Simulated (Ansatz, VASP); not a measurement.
# Two plane-wave programs on BN

```xyz
2
Lattice="0.0000 1.7769 1.7769 1.7769 0.0000 1.7769 1.7769 1.7769 0.0000" Properties=species:S:1:pos:R:3 pbc="T T T"
B     0.0000    0.0000    0.0000
N     0.8884    0.8884    0.8884
```

Alike in both runs: task single point; functional PBE; k mesh 10 × 10 × 10; no spin polarisation.

|  | VASP | Ansatz |
| --- | --- | --- |
| version | VASP 6.6.1 | Ansatz 0.2.0 |
| potentials or method | VASP PAW PBE potentials, release 64 (B, N), cutoff 520 eV | plane waves, PAW |
| occupations | gaussian, width 0.01 eV | fixed |
| valence electrons in the cell | 8 | 8 |

VASP gave:

| Property | Result |
| --- | --- |
| pressure (GPa) | 25.0 |

Problem. What did Ansatz give for the same quantities?

Solution. Pressure (GPa): 24.6.
